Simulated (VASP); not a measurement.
# Tm2MgC2 (I4/mmm) in VASP: a series of runs

Runs on Tm2MgC2. Level: PBE. Tasks: relaxation of shape and atoms at fixed volume, single point.

Program: VASP 6.6.1. These are calculated values, not measurements. Logs are shortened: lines on timing, memory, paths and dates and some standing lists are left out, and cuts for length are marked.

### Step 1. The cell of the first run

It takes space group I4/mmm (No. 139, tetragonal). Conventional cell: a = 3.639 Å, b = 3.639 Å, c = 14.195 Å, α = 90.00°, β = 90.00°, γ = 90.00°. Tm (site symmetry 4mm) has 5 C at 2.47 to 2.58 Å within 3.3 Å. Within 3.0 Å of Mg (site symmetry 4/mmm) lie 2 C at 2.24 Å. Within 3.0 Å of C (site symmetry 4mm) lie 1 Mg at 2.24 Å and 5 Tm at 2.47 to 2.58 Å.

### Step 2. Relaxation of shape and atoms at fixed volume, PBE (18.80 Å³/atom)

INCAR

```
SYSTEM = Tm2MgC2
  PREC = Accurate
  ENCUT = 600
  EDIFF = 1E-7
  ISMEAR = 0
  SIGMA = 0.1
  LREAL = .FALSE.
  LASPH = .TRUE.
  NELM = 200
  ALGO = Normal
  ISIF = 4
  LWAVE = .FALSE.
  LCHARG = .FALSE.
  GGA = PE
  IBRION = 2
  NSW = 50
  EDIFFG = -0.01
  GGA_COMPAT = .FALSE.
  NELMIN = 4
  LMAXMIX = 6
```

KPOINTS

```
Automatic mesh
0
G
  12 12 12
  0 0 0
```

POSCAR

```
Tm2MgC2
1.0
   -1.8196674675      1.8196674675      7.0976058617
    1.8196674675     -1.8196674675      7.0976058617
    1.8196674675      1.8196674675     -7.0976058617
Tm Mg C
2 1 2
Direct
    0.6682288277      0.6682288277      0.0000000000
    0.3317711723      0.3317711723      0.0000000000
    0.0000000000      0.0000000000      0.0000000000
    0.8420550343      0.8420550343      0.0000000000
    0.1579449657      0.1579449657      0.0000000000
```

Potentials or basis: VASP PAW PBE potentials, release 64 (Tm_3, Mg, C), 4f in core.

Run with:

```bash
$ cat potpaw_PBE.64/Tm_3/POTCAR potpaw_PBE.64/Mg/POTCAR potpaw_PBE.64/C/POTCAR > POTCAR
$ mpirun -np 1 vasp_std > vasp.out
```

OUTCAR:

```text
SYSTEM = Tm2MgC2
   PREC = Accurate
   ENCUT = 600
   EDIFF = 1E-7
   ISMEAR = 0
   LREAL = .FALSE.
   LASPH = .TRUE.
   NELM = 200
   ISIF = 4
   GGA = PE
   IBRION = 2
   NSW = 50
   EDIFFG = -0.01
   NELMIN = 4

 ion  position               nearest neighbor table
   1  0.668  0.668  0.000-   4 2.47   5 2.58   5 2.58   5 2.58   5 2.58   2 3.47   2 3.47   2 3.47
                             2 3.47   3 3.51   3 3.51   3 3.51   3 3.51
   2  0.332  0.332  0.000-   5 2.47   4 2.58   4 2.58   4 2.58   4 2.58   1 3.47   1 3.47   1 3.47
                             1 3.47   3 3.51   3 3.51   3 3.51   3 3.51
   3  0.000  0.000  0.000-   4 2.24   5 2.24   1 3.51   2 3.51   1 3.51   1 3.51   1 3.51   2 3.51
                             2 3.51   2 3.51
   4  0.842  0.842  0.000-   3 2.24   1 2.47   2 2.58   2 2.58   2 2.58   2 2.58
   5  0.158  0.158  0.000-   3 2.24   2 2.47   1 2.58   1 2.58   1 2.58   1 2.58

  LATTYP: Found a body centered tetragonal cell.
 ALAT       =     3.6393349350
 C/A-ratio  =     3.9004961008

  Lattice vectors:

 A1 = (  -1.8196674675,   1.8196674675,   7.0976058617)
 A2 = (   1.8196674675,  -1.8196674675,   7.0976058617)
 A3 = (   1.8196674675,   1.8196674675,  -7.0976058617)

Analysis of symmetry for initial positions (statically):
=====================================================================
 Subroutine PRICEL returns:
 Original cell was already a primitive cell.

 Routine SETGRP: Setting up the symmetry group for a
 body centered tetragonal supercell.

 Subroutine GETGRP returns: Found 16 space group operations
 (whereof 16 operations were pure point group operations)
 out of a pool of 16 trial point group operations.

The static configuration has the point symmetry D_4h.

Analysis of symmetry for dynamics (positions and initial velocities):
=====================================================================
 Subroutine PRICEL returns:
 Original cell was already a primitive cell.

 Routine SETGRP: Setting up the symmetry group for a
 body centered tetragonal supercell.

 Subroutine GETGRP returns: Found 16 space group operations
 (whereof 16 operations were pure point group operations)
 out of a pool of 16 trial point group operations.

The dynamic configuration has the point symmetry D_4h.

 Subroutine INISYM returns: Found 16 space group operations
 (whereof 16 operations are pure point group operations),
 and found     1 'primitive' translations

[... 104 lines left out ...]
   IBRION =      2    ionic relax: 0-MD 1-quasi-New 2-CG
   NFREE  =      1    steps in history (QN), initial steepest desc. (CG)
   ISIF   =      4    stress and relaxation
   ISYM   =      2    0-nonsym 1-usesym 2-fastsym
   POTIM  = 0.5000    time-step for ionic-motion
   TEBEG  =    0.0;   TEEND  =   0.0 temperature during run
   PSTRESS=    0.0 pullay stress
   NELECT =      28.0000    total number of electrons
   NUPDOWN=      -1.0000    fix difference up-down
   EMIN   =  10.00;   EMAX   =-10.00  energy-range for DOS
   EFERMI =   0.00;   METHOD = LEGACY
   ISMEAR =     0;   SIGMA  =   0.10  broadening in eV -4-tet -1-fermi 0-gaus
   EFERMI_NEDOS =   21; number of points for ismear=-14 and -15
   IALGO  =     38    algorithm
   IMIX   =      4    mixing-type and parameters
     AMIX     =   0.40;   BMIX     =  1.00
     AMIX_MAG =   1.60;   BMIX_MAG =  1.00
  volume/ion in A,a.u.               =      18.80       126.88
  Fermi-wavevector in a.u.,A,eV,Ry     =   1.093307  2.066051 16.263324  1.195321
  Thomas-Fermi vector in A             =   2.229590
   LORBIT       =      0    0 simple, 1 ext, 2 COOP (PROOUT), +10 PAW based schemes
   GGA     = PE    functional components
   LHFCALC =     F    Hartree Fock is set to
   AEXX    =    0.0000 exact exchange contribution
   IVDW    =     0    specifies the selected vdW correction
   LEPSILON=     F    determine dielectric tensor
   LRPA    =     F    only Hartree local field effects (RPA)
 conjugate gradient relaxation of ions
 non-spin polarized calculation
 Gauss-broadening in eV      SIGMA  =   0.10
  energy-cutoff  :      600.00
  volume of cell :       94.01
 maximum number of plane-waves:      3158
   NGX = 31   NGY = 31   NGZ = 31

--------------------------------------- Ionic step        1  -------------------------------------------

 number of electron      28.0000000 magnetization

 Free energy of the ion-electron system (eV)
  ---------------------------------------------------
  ext. energy  EPLUGINS =         0.00000000
  ---------------------------------------------------
  free energy    TOTEN  =       -29.41131288 eV

  energy without entropy =      -29.39469023  energy(sigma->0) =      -29.40300155

------------------------ aborting loop because EDIFF is reached ----------------------------------------

  FORCE on cell =-STRESS in cart. coord.  units (eV):
  Direction    XX          YY          ZZ          XY          YZ          ZX
  --------------------------------------------------------------------------------------
  -------------------------------------------------------------------------------------
  Total       -4.2436486     -4.2436486     -4.4474762      0.0000000     -0.0000000      0.0000000
  in kB      -72.3259370    -72.3259370    -75.7998385      0.0000000     -0.0000000      0.0000000
  external PRESSURE =     -73.4839042 kB  Pullay stress =       0.0000000 kB
[... 143 lines left out ...]
--------------------------------------- Ionic step        5  -------------------------------------------

 number of electron      28.0000000 magnetization

 Free energy of the ion-electron system (eV)
  ---------------------------------------------------
  ext. energy  EPLUGINS =         0.00000000
  ---------------------------------------------------
  free energy    TOTEN  =       -29.41347694 eV

  energy without entropy =      -29.39800195  energy(sigma->0) =      -29.40573945

 E-fermi :   2.7316     XC(G=0):  -9.9295

 val. band max:        2.7256990224   @ k =  -0.4167   0.4167   0.4167
 cond. band min:       2.7327346371   @ k =  -0.4167   0.5000   0.3333
 fundamental gap:      0.0070356147
 Fermi energy:         2.7316406243

 k-point     1 :       0.0000    0.0000    0.0000
  band No.  band energies     occupation
      1     -21.8253      2.00000
      2     -21.5569      2.00000
      3     -21.3968      2.00000
      4     -21.3968      2.00000
      5     -21.2520      2.00000
      6     -21.2520      2.00000
[... 481 lines left out ...]
      5     -21.3431      2.00000
      6     -21.3208      2.00000
[... 10 lines left out ...]
     17       5.7421      0.00000
     18       6.5880      0.00000

 [... further k-points ...]
[... 5 lines left out ...]
  --------------------------------------------------------------------------------------
  -------------------------------------------------------------------------------------
  Total       -4.1714415     -4.1714415     -4.1401406      0.0000000      0.0000000      0.0000000
  in kB      -71.0952867    -71.0952867    -70.5618142      0.0000000      0.0000000      0.0000000
  external PRESSURE =     -70.9174625 kB  Pullay stress =       0.0000000 kB
[... 20 lines left out ...]
  FREE ENERGIE OF THE ION-ELECTRON SYSTEM (eV)
  ---------------------------------------------------
  free  energy   TOTEN  =       -29.4134769442 eV

  energy  without entropy=      -29.3980019533  energy(sigma->0) =      -29.40573945

 reached required accuracy - stopping structural energy minimisation
```

OSZICAR:

```text
N       E                     dE             d eps       ncg     rms          rms(c)
DAV:   1     0.200381444360E+03    0.20038E+03   -0.13267E+04  5892   0.160E+03
[... 41 lines left out ...]
       N       E                     dE             d eps       ncg     rms          rms(c)
DAV:   1    -0.294136035060E+02   -0.19967E-03   -0.97653E-03  7580   0.899E-01    0.971E-02
DAV:   2    -0.294135156479E+02    0.87858E-04   -0.80990E-04  7294   0.188E-01    0.409E-02
DAV:   3    -0.294134870068E+02    0.28641E-04   -0.98227E-05  8632   0.710E-02    0.190E-02
DAV:   4    -0.294134777197E+02    0.92871E-05   -0.17720E-05  7506   0.319E-02    0.667E-03
DAV:   5    -0.294134769376E+02    0.78210E-06   -0.52202E-06  8448   0.154E-02    0.250E-03
DAV:   6    -0.294134769442E+02   -0.66641E-08   -0.45163E-07  6296   0.567E-03
   5 F= -.29413477E+02 E0= -.29405739E+02  d E =-.731094E-04
```

CONTCAR:

```text
Tm2MgC2
   1.00000000000000
    -1.8213881509395382    1.8213881509395382    7.0842018389326356
     1.8213881509395382   -1.8213881509395382    7.0842018389326356
     1.8213881509395382    1.8213881509395382   -7.0842018389326356
  Tm              Mg              C
     2     1     2
Direct
     0.6692413951920776    0.6692413951920776    0.0000000000000000
     0.3307586048079225    0.3307586048079225    0.0000000000000000
     0.0000000000000000    0.0000000000000000    0.0000000000000000
     0.8420409165910514    0.8420409165910514    0.0000000000000000
     0.1579590834089486    0.1579590834089486    0.0000000000000000

  0.00000000E+00  0.00000000E+00  0.00000000E+00
  0.00000000E+00  0.00000000E+00  0.00000000E+00
  0.00000000E+00  0.00000000E+00  0.00000000E+00
  0.00000000E+00  0.00000000E+00  0.00000000E+00
  0.00000000E+00  0.00000000E+00  0.00000000E+00
```

Run time: 50 min. Hardware: 1 thread of Intel Xeon Platinum 8488C (Sapphire Rapids), shared host; peak memory 0.81 GiB.

Results:

* Free energy: -29.4135 eV
* Energy gained by relaxing: 0.4 meV/atom
* Ionic steps: 5
* Pressure after relaxing: -7.1 GPa
* Band gap on the k mesh: zero (bands 14 and 15 overlap by 0.96 eV)

Forces on the atoms (eV/Å):
```
Tm   0.000  0.000  0.003
Tm   0.000  0.000 -0.003
Mg   0.000  0.000  0.000
C    0.000  0.000  0.000
C    0.000  0.000  0.000
```

The path:
```
step  energy change (eV)  largest force (eV/Å)  pressure (GPa)  volume (Å³)
   1              0.0000                0.1347           -7.35        94.01
   2             -0.0015                0.0754           -7.23        94.01
   3             -0.0021                0.0136           -7.11        94.01
   4             -0.0021                0.0109           -7.10        94.01
   5             -0.0022                0.0028           -7.09        94.01
```

Final structure:
```
CELL_PARAMETERS angstrom
-1.82139 1.82139 7.08420
1.82139 -1.82139 7.08420
1.82139 1.82139 -7.08420
ATOMIC_POSITIONS crystal
Tm 0.66924 0.66924 0.00000
Tm 0.33076 0.33076 0.00000
Mg 0.00000 0.00000 0.00000
C 0.84204 0.84204 0.00000
C 0.15796 0.15796 0.00000
```

Caveat: spin-orbit coupling is left out, which moves the levels of the heavy elements; the 4f electrons are frozen in the core, so they carry no moment and show no levels.

### Step 3. Single point, PBE

This run uses another cell than the first one: it holds 10 atoms, not 5.

INCAR

```
SYSTEM = Tm2MgC2
PREC     = Accurate       ! precision mode
ENCUT    = 600            ! plane-wave cutoff, eV
EDIFF    = 1E-6           ! SCF threshold, eV
ISMEAR   = 0              ! smearing method
SIGMA    = 0.2            ! smearing width, eV
LREAL    = .FALSE.        ! projectors in reciprocal space
LASPH    = .TRUE.         ! aspherical terms in the spheres
NELM     = 200            ! most SCF steps
ALGO     = Normal         ! electronic algorithm
ISIF     = 2              ! what is computed and relaxed
LWAVE    = .FALSE.        ! write WAVECAR
LCHARG   = .TRUE.         ! write CHGCAR
GGA      = PE             ! functional
LELF     = .TRUE.         ! ELF
LVHAR    = .TRUE.       
NBANDS   = 39             ! bands
GGA_COMPAT= .FALSE.      
LMAXMIX  = 6              ! l up to which the mixer works
```

KPOINTS

```
regular mesh
0
G
  6 4 6
  0 0 0
```

POSCAR

```
Tm2MgC2
1.0
    0.0000000000     -3.5262615349      0.0000000000
    7.0525230699      0.0000000000      0.0000000000
   -1.7631307675      1.7631307675      6.8728079248
Tm Mg C
4 2 4
Direct
    0.6659781017      0.3329890508      0.3319562034
    0.6659781017      0.8329890508      0.3319562034
    0.3340218983      0.1670109492      0.6680437966
    0.3340218983      0.6670109492      0.6680437966
    0.0000000000      0.5000000000      0.0000000000
    0.0000000000      0.0000000000      0.0000000000
    0.8421113881      0.4210556940      0.6842227761
    0.8421113881      0.9210556940      0.6842227761
    0.1578886119      0.0789443060      0.3157772239
    0.1578886119      0.5789443060      0.3157772239
```

Potentials or basis: VASP PAW PBE potentials, release 64 (Tm_3, Mg, C), 4f in core.

Run with:

```bash
$ cat potpaw_PBE.64/Tm_3/POTCAR potpaw_PBE.64/Mg/POTCAR potpaw_PBE.64/C/POTCAR > POTCAR
$ mpirun -np 1 vasp_std > vasp.out
```

Run time: 4.7 min. Hardware: 1 thread of AMD EPYC 9R45 (Zen 5), shared host; peak memory 0.47 GiB.

It converged, with:

- Free energy: -59.2723 eV
- Pressure: 0.9 GPa
- Largest force: 0.071 eV/Å
- Band gap on the k mesh: zero (bands 28 and 29 overlap by 1.00 eV)

Forces on the atoms (eV/Å):
```
Tm   0.000  0.000 -0.071
Tm   0.000  0.000 -0.071
Tm   0.000  0.000  0.071
Tm   0.000  0.000  0.071
Mg   0.000  0.000  0.000
Mg   0.000  0.000  0.000
C    0.000  0.000  0.021
C    0.000  0.000  0.021
C    0.000  0.000 -0.021
C    0.000  0.000 -0.021
```

Stress tensor (GPa, compression positive):
```
1.13 0.00 0.00
0.00 0.70 0.00
0.00 0.00 0.87
```

Levels at points of the mesh, in eV from the Fermi level:
| k point | band 24 | band 25 | band 26 | band 27 | band 28 | band 29 | band 30 | band 31 | band 32 | band 33 |
| --- | --- | --- | --- | --- | --- | --- | --- | --- | --- | --- |
| (0.00, 0.00, 0.00) | -1.28 | -0.50 | -0.29 | 0.57 | 0.70 | 0.71 | 0.71 | 0.71 | 2.05 | 2.63 |
| (0.50, 0.00, 0.00) | -1.28 | -1.27 | -1.02 | -0.81 | -0.58 | -0.29 | -0.16 | 1.12 | 1.90 | 2.63 |
| (0.00, 0.50, 0.00) | -1.25 | -0.52 | -0.52 | -0.46 | -0.46 | 0.07 | 0.07 | 2.94 | 2.94 | 3.08 |
| (0.50, 0.50, 0.00) | -1.29 | -1.02 | -1.02 | -0.86 | -0.86 | 0.17 | 0.17 | 2.03 | 2.03 | 2.91 |
| (0.00, 0.00, 0.50) | -1.28 | -0.29 | 0.46 | 0.67 | 0.67 | 0.84 | 0.84 | 1.77 | 2.34 | 2.63 |
| (0.00, 0.50, 0.50) | -1.05 | -0.49 | -0.49 | -0.47 | -0.47 | 0.59 | 0.59 | 2.82 | 2.82 | 3.12 |

Caveat: spin-orbit coupling is left out, which moves the levels of the heavy elements; the 4f electrons are frozen in the core, so they carry no moment and show no levels.
